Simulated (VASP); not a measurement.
# WAu (F-43m) in VASP: notebook, part 2 of 2

VASP 6.6.1. The steps go on from the part before.

**5. Relaxation of cell and atoms, revPBE+D4**

This run uses another cell than the first one, of 24.62 Å³/atom, 1.031 times its volume.

INCAR

```
ALGO     = Normal         # electronic algorithm
EDIFF    = 1E-6           # SCF threshold, eV
EDIFFG   = -0.01          # ionic threshold
ENCUT    = 600            # plane-wave cutoff, eV
GGA      = RE             # functional
IBRION   = 2              # ionic algorithm
ISIF     = 3              # what is computed and relaxed
ISMEAR   = -1             # smearing method
IVDW     = 13             # dispersion correction
LASPH    = True           # aspherical terms in the spheres
LCHARG   = False          # write CHGCAR
LREAL    = False          # projectors in reciprocal space
LWAVE    = False          # write WAVECAR
NELM     = 100            # most SCF steps
NSW      = 60             # ionic steps
PREC     = Accurate       # precision mode
SIGMA    = 0.05           # smearing width, eV
```

KPOINTS

```
k-points
0
Gamma
  8 8 8
```

POSCAR

```
WAu
1.0
    0.0000000000      2.9092100000      2.9092100000
    2.9092100000      0.0000000000      2.9092100000
    2.9092100000      2.9092100000      0.0000000000
W Au
1 1
Direct
    0.0000000000      0.0000000000      0.0000000000
    0.7500000000      0.7500000000      0.7500000000
```

Potentials or basis: VASP PAW PBE potentials, release 64 (W_sv, Au).

Run with:

```bash
$ cat potpaw_PBE.64/W_sv/POTCAR potpaw_PBE.64/Au/POTCAR > POTCAR
$ mpirun -np 1 vasp_std > vasp.out
```

OUTCAR:

```text
EDIFF = 1E-6
   EDIFFG = -0.01
   ENCUT = 600
   GGA = RE
   IBRION = 2
   ISIF = 3
   ISMEAR = -1
   IVDW = 13
   LASPH = True
   LREAL = False
   NELM = 100
   NSW = 60
   PREC = Accurate

 ion  position               nearest neighbor table
   1  0.000  0.000  0.000-   2 2.52   2 2.52   2 2.52   2 2.52
   2  0.750  0.750  0.750-   1 2.52   1 2.52   1 2.52   1 2.52

  LATTYP: Found a face centered cubic cell.
 ALAT       =     5.8184200000

  Lattice vectors:

 A1 = (   0.0000000000,   2.9092100000,   2.9092100000)
 A2 = (   2.9092100000,   0.0000000000,   2.9092100000)
 A3 = (   2.9092100000,   2.9092100000,   0.0000000000)

Analysis of symmetry for initial positions (statically):
=====================================================================
 Subroutine PRICEL returns:
 Original cell was already a primitive cell.

 Routine SETGRP: Setting up the symmetry group for a
 face centered cubic supercell.

 Subroutine GETGRP returns: Found 24 space group operations
 (whereof 24 operations were pure point group operations)
 out of a pool of 48 trial point group operations.

The static configuration has the point symmetry T_d .

Analysis of symmetry for dynamics (positions and initial velocities):
=====================================================================
 Subroutine PRICEL returns:
 Original cell was already a primitive cell.

 Routine SETGRP: Setting up the symmetry group for a
 face centered cubic supercell.

 Subroutine GETGRP returns: Found 24 space group operations
 (whereof 24 operations were pure point group operations)
 out of a pool of 48 trial point group operations.

The dynamic configuration has the point symmetry T_d .

 Subroutine INISYM returns: Found 24 space group operations
 (whereof 24 operations are pure point group operations),
 and found     1 'primitive' translations

----------------------------------------------------------------------------------------

                                     Primitive cell

  volume of cell :      49.2442

  direct lattice vectors                    reciprocal lattice vectors
     0.000000000  2.909210000  2.909210000    -0.171867964  0.171867964  0.171867964
     2.909210000  0.000000000  2.909210000     0.171867964 -0.171867964  0.171867964
     2.909210000  2.909210000  0.000000000     0.171867964  0.171867964 -0.171867964

  length of vectors
     4.114244238  4.114244238  4.114244238     0.297684046  0.297684046  0.297684046

  position of ions in fractional coordinates (direct lattice)
     0.000000000  0.000000000  0.000000000
     0.750000000  0.750000000  0.750000000

  ion indices of the primitive-cell ions
   primitive index   ion index
                 1           1
                 2           2

----------------------------------------------------------------------------------------

 KPOINTS: k-points

Automatic generation of k-mesh.
 Grid dimensions read from file:
 generate k-points for:    8    8    8

 Generating k-lattice:

  Cartesian coordinates                     Fractional coordinates (reciprocal lattice)
    -0.021483496  0.021483496  0.021483496     0.125000000  0.000000000  0.000000000
     0.021483496 -0.021483496  0.021483496     0.000000000  0.125000000  0.000000000
     0.021483496  0.021483496 -0.021483496     0.000000000  0.000000000  0.125000000

  Length of vectors
     0.037210506  0.037210506  0.037210506

  Shift w.r.t. Gamma in fractional coordinates (k-lattice)
     0.000000000  0.000000000  0.000000000

 Subroutine IBZKPT returns following result:
 ===========================================

 Found     29 irreducible k-points:

 Following reciprocal coordinates:
            Coordinates               Weight
  0.000000  0.000000  0.000000      1.000000
  0.125000  0.000000  0.000000      8.000000
  0.250000  0.000000  0.000000      8.000000
  0.375000  0.000000  0.000000      8.000000
  0.500000  0.000000  0.000000      4.000000
  0.125000  0.125000  0.000000      6.000000
[... 16 lines left out ...]
  0.500000  0.250000  0.125000     48.000000
 -0.375000  0.250000  0.125000     24.000000
 [... further k-points ...]
   k-points           NKPTS =     29   k-points in BZ     NKDIM =     29   number of bands    NBANDS=     16
   number of dos      NEDOS =    301   number of ions     NIONS =      2
   total plane-waves  NPLWV =  46656
   dimension x,y,z NGX =    36 NGY =   36 NGZ =   36
   dimension x,y,z NGXF=    72 NGYF=   72 NGZF=   72
   ions per type =               1   1
   NGX,Y,Z   is equivalent  to a cutoff of  14.55, 14.55, 14.55 a.u.
   NGXF,Y,Z  is equivalent  to a cutoff of  29.09, 29.09, 29.09 a.u.
 SYSTEM =  unknown system
   PREC   = accura    normal or accurate (medium, high low for compatibility)
   ISTART =      0    job   : 0-new  1-cont  2-samecut
   ICHARG =      2    charge: 1-file 2-atom 10-const
   ISPIN  =      1    spin polarized calculation?
   LNONCOLLINEAR =      F non collinear calculations
   LSORBIT =      F    spin-orbit coupling
   LASPH  =      T    aspherical Exc in radial PAW
   ENCUT  =  600.0 eV  44.10 Ry    6.64 a.u.   8.22  8.22  8.22*2*pi/ulx,y,z
   NELM   =    100;   NELMIN=  2; NELMDL= -5     # of ELM steps
   EDIFF  = 0.1E-05   stopping-criterion for ELM
   LREAL  =      F    real-space projection
   EDIFFG = -.1E-01   stopping-criterion for IOM
   NSW    =     60    number of steps for IOM
   IBRION =      2    ionic relax: 0-MD 1-quasi-New 2-CG
   NFREE  =      1    steps in history (QN), initial steepest desc. (CG)
   ISIF   =      3    stress and relaxation
   ISYM   =      2    0-nonsym 1-usesym 2-fastsym
   POTIM  = 0.5000    time-step for ionic-motion
   TEBEG  =    0.0;   TEEND  =   0.0 temperature during run
   PSTRESS=    0.0 pullay stress
   NELECT =      25.0000    total number of electrons
   NUPDOWN=      -1.0000    fix difference up-down
   EMIN   =  10.00;   EMAX   =-10.00  energy-range for DOS
   EFERMI =   0.00;   METHOD = LEGACY
   ISMEAR =    -1;   SIGMA  =   0.05  broadening in eV -4-tet -1-fermi 0-gaus
   EFERMI_NEDOS =   21; number of points for ismear=-14 and -15
   IALGO  =     38    algorithm
   IMIX   =      4    mixing-type and parameters
     AMIX     =   0.40;   BMIX     =  1.00
     AMIX_MAG =   1.60;   BMIX_MAG =  1.00
  volume/ion in A,a.u.               =      24.62       166.16
  Fermi-wavevector in a.u.,A,eV,Ry     =   1.305980  2.467944 23.205866  1.705583
  Thomas-Fermi vector in A             =   2.436812
   LORBIT       =      0    0 simple, 1 ext, 2 COOP (PROOUT), +10 PAW based schemes
   GGA     = RE    functional components
   LHFCALC =     F    Hartree Fock is set to
   AEXX    =    0.0000 exact exchange contribution
   IVDW    =    13    specifies the selected vdW correction
   LEPSILON=     F    determine dielectric tensor
   LRPA    =     F    only Hartree local field effects (RPA)
 conjugate gradient relaxation of ions
 non-spin polarized calculation
  energy-cutoff  :      600.00
  volume of cell :       49.24
 maximum number of plane-waves:      1676
 NGX is ok and might be reduce to    36
   NGX = 17   NGY = 17   NGZ = 17

--------------------------------------- Ionic step        1  -------------------------------------------

 number of electron      25.0000001 magnetization

 Free energy of the ion-electron system (eV)
  ---------------------------------------------------
  ext. energy  EPLUGINS =         0.00000000
  ---------------------------------------------------
  free energy    TOTEN  =       -11.43868675 eV

  energy without entropy =      -11.41927895  energy(sigma->0) =      -11.42898285

------------------------ aborting loop because EDIFF is reached ----------------------------------------

  DFT-D4 for vdW energy calculation

  Edisp (eV):   -1.66960
[... 111 lines left out ...]
--------------------------------------- Ionic step        4  -------------------------------------------

 number of electron      25.0000001 magnetization

 Free energy of the ion-electron system (eV)
  ---------------------------------------------------
  ext. energy  EPLUGINS =         0.00000000
  ---------------------------------------------------
  free energy    TOTEN  =       -11.40523430 eV

  energy without entropy =      -11.38646938  energy(sigma->0) =      -11.39585184

 E-fermi :   6.0205     XC(G=0): -10.7328

 val. band max:        5.9855572999   @ k =  -0.3750   0.2500   0.1250
 cond. band min:       6.0603408039   @ k =   0.3750   0.2500   0.0000
 fundamental gap:      0.0747835040
 Fermi energy:         6.0204781087

 k-point     1 :       0.0000    0.0000    0.0000
  band No.  band energies     occupation
      1     -68.2911      2.00000
      2     -32.4964      2.00000
      3     -32.4964      2.00000
      4     -32.4964      2.00000
      5      -1.6532      2.00000
      6       0.1375      2.00000
[... 433 lines left out ...]
      3     -32.4992      2.00000
      4     -32.4953      2.00000
      5      -0.2681      2.00000
      6      -0.0915      2.00000
[... 8 lines left out ...]
     15       7.8257      0.00000
     16       7.9548      0.00000

 [... further k-points ...]

------------------------ aborting loop because EDIFF is reached ----------------------------------------

  DFT-D4 for vdW energy calculation

  Edisp (eV):   -1.72062
[... 25 lines left out ...]
  FREE ENERGIE OF THE ION-ELECTRON SYSTEM (eV)
  ---------------------------------------------------
  free  energy   TOTEN  =       -13.1258573006 eV

  energy  without entropy=      -13.1070923829  energy(sigma->0) =      -13.11647484

 reached required accuracy - stopping structural energy minimisation
```

Run time: 1.9 min. Hardware: 1 thread of Intel Xeon Platinum 8259CL at 2.50GHz (Skylake/Cascade Lake), shared host; peak memory 0.22 GiB.

What came out:

| Item | Value |
| --- | --- |
| Free energy | -13.1259 eV |
| Relaxed volume | 23.91 Å³/atom |
| Relaxed cell | a = 4.074 Å, b = 4.074 Å, c = 4.074 Å, α = 60.00°, β = 60.00°, γ = 60.00° |
| Space group after relaxing (to 0.05 Å) | F-43m (No. 216) |
| Energy gained by relaxing | 8.8 meV/atom |
| Ionic steps | 4 |
| Pressure after relaxing | 0.0 GPa |
| Dispersion energy per atom | -0.860 eV |

The path:
```tsv
step	energy change (eV)	largest force (eV/Å)	pressure (GPa)	volume (Å³)
1	0.0000	0.0000	-3.81	49.24
2	0.0525	0.0000	9.04	45.19
3	-0.0176	0.0000	-0.08	47.84
4	-0.0176	0.0000	-0.01	47.81
```

Final structure:
```
W Au
1.0
     0.00000    2.88069    2.88069
     2.88069    0.00000    2.88069
     2.88069    2.88069    0.00000
W Au
1 1
Direct
  0.00000 0.00000 0.00000
  0.75000 0.75000 0.75000
```

Caveat: the PAW data sets were made with another functional, which shifts forces and pressure a little; spin-orbit coupling is left out, which moves the levels of the heavy elements; pairwise dispersion overbinds metals, which lowers pressure and volume.

**6. Relaxation of cell and atoms, BLYP+D3(BJ)**

This run uses another cell than the first one, of 24.62 Å³/atom, 1.031 times its volume.

INCAR

```
SYSTEM = WAu
AGGAC = 1.0
AGGAX = 1.0
ALDAC = 0.0
ALDAX = 1.0
ALGO = Fast
EDIFF = 1E-6
EDIFFG = -0.01
ENCUT = 600
GGA = B5
IBRION = 2
ISIF = 3
ISMEAR = -1
IVDW = 12
LASPH = .True.
LCHARG = .False.
LREAL = .False.
LWAVE = .False.
NELM = 80
NSW = 60
PREC = Accurate
SIGMA = 0.05
VDW_A1 = 0.4298
VDW_A2 = 4.2359
VDW_S6 = 1.0
VDW_S8 = 2.6996
```

KPOINTS

```
k-points
0
Gamma
  8 8 8
  0 0 0
```

POSCAR is that of step 5.

Potentials or basis: VASP PAW PBE potentials, release 64 (W_sv, Au).

Run with:

```bash
$ cat potpaw_PBE.64/W_sv/POTCAR potpaw_PBE.64/Au/POTCAR > POTCAR
$ mpirun -np 1 vasp_std > vasp.out
```

It took 3.4 min on 1 thread of Intel Xeon Platinum 8259CL at 2.50GHz (Skylake/Cascade Lake), shared host; peak memory 0.23 GiB.

The run converged. Its results:

* Free energy: -13.2146 eV
* Relaxed volume: 24.23 Å³/atom
* Relaxed cell: a = 4.093 Å, b = 4.093 Å, c = 4.093 Å, α = 60.00°, β = 60.00°, γ = 60.00°
* Space group after relaxing (to 0.05 Å): F-43m (No. 216)
* Energy gained by relaxing: 2.6 meV/atom
* Ionic steps: 3
* Pressure after relaxing: -0.1 GPa
* Dispersion energy per atom: -1.304 eV

The path:
```tsv
step	energy change (eV)	largest force (eV/Å)	pressure (GPa)	volume (Å³)
1	0.0000	0.0000	-2.13	49.24
2	0.0160	0.0000	4.62	46.95
3	-0.0052	0.0000	-0.06	48.47
```

Final structure:
```yaml
crystal:
  lattice:
    - [0.00000, 2.89388, 2.89388]
    - [2.89388, 0.00000, 2.89388]
    - [2.89388, 2.89388, 0.00000]
  atoms:
    - { symbol: W, position: [0.00000, 0.00000, 0.00000] }
    - { symbol: Au, position: [0.75000, 0.75000, 0.75000] }
```

Levels at points of the mesh, in eV from the Fermi level:
```csv
k point,band 9,band 10,band 11,band 12,band 13,band 14,band 15,band 16
"(0.00, 0.00, 0.00)",-5.72,-5.72,-0.78,-0.78,-0.78,1.53,1.53,8.69
"(0.50, 0.00, 0.00)",-5.65,-5.03,-1.72,-0.28,-0.28,1.34,1.34,2.00
"(0.50, 0.50, 0.00)",-5.12,-4.02,-2.73,0.33,1.33,1.45,1.46,3.49
```

Caveat: the PAW data sets were made with another functional, which shifts forces and pressure a little; spin-orbit coupling is left out, which moves the levels of the heavy elements; pairwise dispersion overbinds metals, which lowers pressure and volume.

**7. Summary**

| task | level | cell | cutoff (eV) | gap on the mesh (eV) | pressure (GPa) | relaxed volume (Å³/atom) |
| --- | --- | --- | --- | --- | --- | --- |
| single point | revPBE+D4 | a = 4.073 Å, angles 60.0°, 2 atoms | 520 | none | 0.1 | - |
| single point | BLYP+D3(BJ) | a = 4.083 Å, angles 60.0°, 2 atoms | 520 | none | 0.9 | - |
| relaxation of cell and atoms | revPBE+D3(BJ) | relaxed from a = 4.114 Å, angles 60.0°, 2 atoms | 600 | none | 0.0 | 23.70 |
| relaxation of cell and atoms | revPBE+D4 | relaxed from a = 4.114 Å, angles 60.0°, 2 atoms | 600 | none | 0.0 | 23.91 |
| relaxation of cell and atoms | BLYP+D3(BJ) | relaxed from a = 4.114 Å, angles 60.0°, 2 atoms | 600 | none | -0.1 | 24.23 |

Alike in all rows: potentials or basis VASP PAW PBE potentials, release 64 (W_sv, Au); no spin polarisation; k mesh 8 × 8 × 8; smearing fermi-dirac 0.05 eV.

Caveats: the PAW data sets were made with another functional, which shifts forces and pressure a little; spin-orbit coupling is left out, which moves the levels of the heavy elements; pairwise dispersion overbinds metals, which lowers pressure and volume.

Total energies depend on the potentials used, so only differences within one code and one set of settings carry meaning.
